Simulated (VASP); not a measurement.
# I (R-3m) in VASP: a series of runs, part 2 of 2

VASP 6.6.1. The steps go on from the part before.

### Step 4. Relaxation of cell and atoms, r2SCAN

This run uses another cell than the first one: it holds 2 atoms, not 3.

Contents of POSCAR:

```
I
1.0
    2.4430331898      1.4104858698      4.5303121478
   -2.4430331898      1.4104858698      4.5303121478
    0.0000000000     -2.8209717396      4.5303121478
I
2
Direct
    0.2275400000      0.2275400000      0.2275400000
    0.7724600000      0.7724600000      0.7724600000
```

Contents of INCAR.step1:

```
SYSTEM = I
  PREC = Accurate
  ENCUT = 600
  ISMEAR = 0
  SIGMA = 0.1
  LREAL = .False.
  LASPH = .True.
  NELM = 100
  GGA = PE
  ALGO = Normal
  EDIFF = 1E-4
  LWAVE = .True.
  LCHARG = .False.
```

Contents of INCAR.step2:

```
SYSTEM = I
  PREC = Accurate
  ENCUT = 600
  EDIFF = 1E-6
  ISMEAR = 0
  SIGMA = 0.1
  LREAL = .False.
  LASPH = .True.
  NELM = 100
  ALGO = Normal
  ISIF = 3
  LWAVE = .False.
  LCHARG = .False.
  METAGGA = R2SCAN
  LMIXTAU = .True.
  IBRION = 2
  NSW = 90
  EDIFFG = -0.04
  ISTART = 1
```

Contents of KPOINTS:

```
Automatic mesh
0
Gamma
  6 6 6
  0 0 0
```

Potentials or basis: VASP PAW PBE potentials, release 64 (I).

Launch:

```
$ cat potpaw_PBE.64/I/POTCAR > POTCAR
$ cp INCAR.step1 INCAR
$ mpirun -np 1 vasp_std > vasp.out
$ cp INCAR.step2 INCAR
$ mpirun -np 1 vasp_std > vasp.out
```

OUTCAR:

```text
SYSTEM = I
   PREC = Accurate
   ENCUT = 600
   EDIFF = 1E-6
   ISMEAR = 0
   LREAL = .False.
   LASPH = .True.
   NELM = 100
   ISIF = 3
   METAGGA = R2SCAN
   IBRION = 2
   NSW = 90
   EDIFFG = -0.04
   ISTART = 1

 ion  position               nearest neighbor table
   1  0.228  0.228  0.228-   2 3.27   2 3.27   2 3.27
   2  0.772  0.772  0.772-   1 3.27   1 3.27   1 3.27

  LATTYP: Found a trigonal (rhomboedric) cell.
 ALAT       =     5.3368164398
 COS(alpha) =     0.5808936906

  Lattice vectors:

 A1 = (   2.4430331898,   1.4104858698,   4.5303121478)
 A2 = (  -2.4430331898,   1.4104858698,   4.5303121478)
 A3 = (   0.0000000000,  -2.8209717396,   4.5303121478)

Analysis of symmetry for initial positions (statically):
=====================================================================
 Subroutine PRICEL returns:
 Original cell was already a primitive cell.

 Routine SETGRP: Setting up the symmetry group for a
 trigonal (rhombohedral) supercell.

 Subroutine GETGRP returns: Found 12 space group operations
 (whereof 12 operations were pure point group operations)
 out of a pool of 12 trial point group operations.

The static configuration has the point symmetry D_3d.

Analysis of symmetry for dynamics (positions and initial velocities):
=====================================================================
 Subroutine PRICEL returns:
 Original cell was already a primitive cell.

 Routine SETGRP: Setting up the symmetry group for a
 trigonal (rhombohedral) supercell.

 Subroutine GETGRP returns: Found 12 space group operations
 (whereof 12 operations were pure point group operations)
 out of a pool of 12 trial point group operations.

The dynamic configuration has the point symmetry D_3d.
[... 147 lines left out ...]
  free energy    TOTEN  =       -47.89169100 eV

  energy without entropy =      -47.87182068  energy(sigma->0) =      -47.88175584

------------------------ aborting loop because EDIFF is reached ----------------------------------------

  FORCE on cell =-STRESS in cart. coord.  units (eV):
  Direction    XX          YY          ZZ          XY          YZ          ZX
  --------------------------------------------------------------------------------------
  -------------------------------------------------------------------------------------
  Total        0.5766082      0.5766082     -1.2417091      0.0000000     -0.0000000      0.0000000
  in kB        9.8631115      9.8631115    -21.2399240      0.0000000     -0.0000000      0.0000000
  external PRESSURE =      -0.5045670 kB  Pullay stress =       0.0000000 kB
[... 89 lines left out ...]
  FREE ENERGIE OF THE ION-ELECTRON SYSTEM (eV)
  ---------------------------------------------------
  free  energy   TOTEN  =       -48.2142739617 eV

  energy  without entropy=      -48.1992139953  energy(sigma->0) =      -48.20674398

[... ionic steps 4 to 11 ...]

--------------------------------------- Ionic step       12  -------------------------------------------

 number of electron      14.0000000 magnetization

------------------------ aborting loop because EDIFF is reached ----------------------------------------
[... 67 lines left out ...]
--------------------------------------- Ionic step       14  -------------------------------------------

 number of electron      14.0000000 magnetization

 Free energy of the ion-electron system (eV)
  ---------------------------------------------------
  ext. energy  EPLUGINS =         0.00000000
  ---------------------------------------------------
  free energy    TOTEN  =       -48.36009090 eV

  energy without entropy =      -48.35000428  energy(sigma->0) =      -48.35504759

 E-fermi :   3.9715     XC(G=0):  -9.1322

 val. band max:        3.9584661295   @ k =   0.1667   0.1667   0.0000
 cond. band min:       4.0211994283   @ k =  -0.3333   0.1667   0.0000
 fundamental gap:      0.0627332988
 Fermi energy:         3.9714959943

 k-point     1 :       0.0000    0.0000    0.0000
  band No.  band energies     occupation
      1     -10.2498      2.00000
      2      -7.5266      2.00000
      3       0.4251      2.00000
      4       0.4251      2.00000
      5       1.8960      2.00000
      6       3.5342      2.00000
      7       4.5148      0.00000
      8       4.5148      0.00000
      9       8.9230      0.00000
     10       8.9230      0.00000
     11      10.7232      0.00000
[... 309 lines left out ...]
 k-point    24 :      -0.3333    0.5000    0.1667
  band No.  band energies     occupation
      1      -8.9739      2.00000
      2      -8.5747      2.00000
      3      -0.7646      2.00000
      4      -0.4423      2.00000
      5       1.2128      2.00000
      6       2.7567      2.00000
      7       4.3918      0.00000
      8       4.5672      0.00000
      9       9.8613      0.00000
     10      11.6984      0.00000
     11      12.3650      0.00000

 [... further k-points ...]

------------------------ aborting loop because EDIFF is reached ----------------------------------------

  FORCE on cell =-STRESS in cart. coord.  units (eV):
  Direction    XX          YY          ZZ          XY          YZ          ZX
  --------------------------------------------------------------------------------------
  -------------------------------------------------------------------------------------
  Total        0.0645424      0.0645424     -0.0419625      0.0000000     -0.0000000      0.0000000
  in kB        1.3788513      1.3788513     -0.8964663      0.0000000     -0.0000000      0.0000000
  external PRESSURE =       0.6204121 kB  Pullay stress =       0.0000000 kB
[... 17 lines left out ...]
  FREE ENERGIE OF THE ION-ELECTRON SYSTEM (eV)
  ---------------------------------------------------
  free  energy   TOTEN  =       -48.3600909040 eV

  energy  without entropy=      -48.3500042795  energy(sigma->0) =      -48.35504759

 reached required accuracy - stopping structural energy minimisation
```

OSZICAR.step1:

```text
N       E                     dE             d eps       ncg     rms          rms(c)
DAV:   1     0.860652151485E+02    0.86065E+02   -0.57530E+03   704   0.113E+03
DAV:   2     0.371565631499E+01   -0.82350E+02   -0.79684E+02  1081   0.156E+02
DAV:   3    -0.189225751158E+01   -0.56079E+01   -0.55348E+01   862   0.505E+01
DAV:   4    -0.199594274505E+01   -0.10369E+00   -0.10361E+00   871   0.854E+00
DAV:   5    -0.199806074578E+01   -0.21180E-02   -0.21178E-02   833   0.127E+00    0.568E+00
DAV:   6    -0.199718786133E+01    0.87288E-03   -0.56702E-03   827   0.483E-01    0.348E+00
DAV:   7    -0.199865357772E+01   -0.14657E-02   -0.84958E-03   791   0.571E-01    0.125E-01
DAV:   8    -0.199865601193E+01   -0.24342E-05   -0.56326E-04   842   0.149E-01
   1 F= -.19986560E+01 E0= -.19883517E+01  d E =-.206087E-01
```

Run time: 19 min. Hardware: 1 thread of Intel Xeon 6975P-C (Granite Rapids), shared host; peak memory 0.41 GiB.

What came out:

```yaml
Free_energy: -48.3601 eV
Relaxed_volume: 37.50 Å³/atom
Relaxed_cell: a = 4.311 Å, b = 4.311 Å, c = 4.311 Å, α = 77.31°, β = 77.31°, γ = 77.31°
Space_group_after_relaxing_to_0.1_Å: R-3m (No. 166)
Energy_gained_by_relaxing: 234.2 meV/atom
Ionic_steps: 14
Pressure_after_relaxing: 0.1 GPa
Largest_force_after_relaxing: 0.014 eV/Å
Band_gap_on_the_k_mesh: zero (bands 7 and 8 overlap by 3.40 eV)
```

Forces in eV/Å, atoms in the order of the input:
```
I    0.000  0.000  0.014
I    0.000  0.000 -0.014
```

Stress tensor (GPa, compression positive):
```
 0.14  0.00  0.00
 0.00  0.14  0.00
 0.00  0.00 -0.09
```

The path:
| step | energy change (eV) | largest force (eV/Å) | pressure (GPa) | volume (Å³) |
| --- | --- | --- | --- | --- |
| 1 | 0.0000 | 0.8174 | -0.05 | 93.67 |
| 2 | -0.1089 | 0.7351 | -0.66 | 93.40 |
| 3 | -0.3226 | 0.3589 | -1.73 | 91.87 |
| 4 | -0.3893 | 0.0574 | -2.12 | 85.13 |
| 5 | -0.4304 | 0.2263 | 1.15 | 72.12 |
| 6 | -0.4478 | 0.1447 | -0.27 | 76.18 |
| 7 | -0.4531 | 0.1310 | -0.17 | 75.91 |
| 8 | -0.4632 | 0.0814 | 0.19 | 75.08 |
| 9 | -0.4452 | 0.1133 | 1.32 | 73.39 |
| 10 | -0.4645 | 0.0539 | 0.35 | 74.80 |
| 11 | -0.4671 | 0.0184 | -0.03 | 75.75 |
| 12 | -0.4672 | 0.0113 | -0.10 | 75.94 |
| 13 | -0.4676 | 0.0050 | -0.07 | 75.70 |
| 14 | -0.4684 | 0.0144 | 0.06 | 75.00 |

Final structure:
```yaml
crystal:
  lattice:
    - [2.69263, 1.55459, 2.98604]
    - [-2.69263, 1.55459, 2.98604]
    - [0.00000, -3.10918, 2.98604]
  atoms:
    - { symbol: I, position: [0.24900, 0.24900, 0.24900] }
    - { symbol: I, position: [0.75100, 0.75100, 0.75100] }
```

Caveat: the volume moved by over 15 % at a fixed basis, so the end points are rough; the PAW data sets were made with another functional, which shifts forces and pressure a little; spin-orbit coupling is left out, which moves the levels of the heavy elements.

### Step 5. Summary

```tsv
task	cell	k mesh	cutoff (eV)	gap on the mesh (eV)	pressure (GPa)	largest force (eV/Å)
single point	a = 10.460 Å, angles 23.2°, 3 atoms, atomic positions A	6 × 6 × 6	520	none	-3.3	0.03
single point	a = 7.684 Å, angles 32.4°, 3 atoms, atomic positions A	12 × 12 × 12	520	none	-0.1	-
relaxation of cell and atoms	relaxed from a = 5.337 Å, angles 54.5°, 2 atoms, atomic positions B	6 × 6 × 6	600	none	0.1	0.01
```

Alike in all rows: level r2SCAN; potentials or basis VASP PAW PBE potentials, release 64 (I); no spin polarisation; smearing gaussian 0.1 eV.

Caveats: the PAW data sets were made with another functional, which shifts forces and pressure a little; spin-orbit coupling is left out, which moves the levels of the heavy elements; an odd number of electrons without spin polarisation forces a metal (at least some runs); a magnetic or distorted state may lie lower (at least some runs); the cell stands under tension (at least some runs); the volume moved by over 15 % at a fixed basis, so the end points are rough (at least some runs).

Absolute energies hang on the potentials; compare differences alone.
